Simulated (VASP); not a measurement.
Wanted: the native input for a VASP 6.6.1 run.

```
Task                   : single point
Functional             : PBE
Potentials or basis    : VASP PAW PBE potentials, release 64 (Nb_sv, Si, B)
Cutoff                 : 520 eV
k mesh                 : 12 × 12 × 8
Occupations            : gaussian, width 0.1 eV
Spin                   : no spin polarisation
Dipole correction      : no
Further INCAR settings : ALGO = Normal; EDIFF = 1e-06; NBANDS = 26
```

The structure of Nb2SiB2 lies in POSCAR:

```
Nb2SiB2
1.0
    4.0675047295      0.0000000000      0.0000000000
   -2.0337523648      3.5225624257      0.0000000000
    0.0000000000      0.0000000000      4.6178793712
Nb Si B
2 1 2
Direct
    0.3333333333      0.6666666667      0.2578756785
    0.6666666667      0.3333333333      0.7421243215
    0.0000000000      0.0000000000      0.0000000000
    0.3333333333      0.6666666667      0.7514148884
    0.6666666667      0.3333333333      0.2485851116
```

The cell was generated, and may not be a known phase.

The input as run:

INCAR

```
SYSTEM = Nb2SiB2
PREC     = Accurate       ! precision mode
ENCUT    = 520            ! plane-wave cutoff, eV
EDIFF    = 1E-6           ! SCF threshold, eV
ISMEAR   = 0              ! smearing method
SIGMA    = 0.1            ! smearing width, eV
LREAL    = .False.        ! projectors in reciprocal space
LASPH    = .True.         ! aspherical terms in the spheres
NELM     = 60             ! most SCF steps
ALGO     = Normal         ! electronic algorithm
ISIF     = 2              ! what is computed and relaxed
LWAVE    = .False.        ! write WAVECAR
LCHARG   = .False.        ! write CHGCAR
GGA      = PE             ! functional
NBANDS   = 26             ! bands
```

KPOINTS

```
Automatic mesh
0
Gamma
  12 12 8
  0 0 0
```

Potentials or basis: VASP PAW PBE potentials, release 64 (Nb_sv, Si, B).

Command:

```bash
$ cat potpaw_PBE.64/Nb_sv/POTCAR potpaw_PBE.64/Si/POTCAR potpaw_PBE.64/B/POTCAR > POTCAR
$ mpirun -np 1 vasp_std > vasp.out
```

It gave:

* Pressure: -0.2 GPa
* Largest force: 0.003 eV/Å
* Band gap on the k mesh: zero (bands 18 and 19 overlap by 1.42 eV)

Run time: 3.2 min on 1 thread of Intel(R) Xeon(R) Platinum 8488C (Sapphire Rapids) (shared host), peak memory 0.32 GiB.
